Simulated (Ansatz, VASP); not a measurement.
**Two plane-wave programs on MgSi**

```
Mg Si
1.0
     2.82114    0.00000    0.00000
     0.00000    2.82114    0.00000
     0.00000    0.00000    4.04188
Mg Si
1 1
Cartesian
  0.0000 0.0000 0.0000
  1.4106 1.4106 2.0209
```

Change from the starting cell: strain -0.030 along x and y, -0.015 along z, atoms carried along.

Alike in both runs: task single point; functional r2SCAN; k mesh 16 × 16 × 12; occupations gaussian, width 0.15 eV; no spin polarisation.

|  | VASP | Ansatz |
| --- | --- | --- |
| version | VASP 6.6.1 | Ansatz 0.2.0 |
| potentials or method | VASP PAW PBE potentials, release 64 (Mg, Si), cutoff 520 eV | scalar-relativistic, plane waves, PAW |
| valence electrons in the cell | 6 | 14 |

Ansatz gave:

* gap on the k mesh at the Fermi level (eV): none
* pressure (GPa): 3.9
* traceless stress, the component that is largest in VASP (GPa): -1.34

Task: What did VASP give for the same quantities?

Result: gap on the k mesh at the Fermi level (eV): none; pressure (GPa): 3.6; traceless stress, the component that is largest in VASP (GPa): -1.40.

VASP's potentials were made for PBE, not for r2SCAN. A gap of «none» marks a metal or a gap that the smearing closes. VASP's potentials hold 6 valence electrons a cell and Ansatz's 14, so a difference there can come from the potentials and not from the codes.
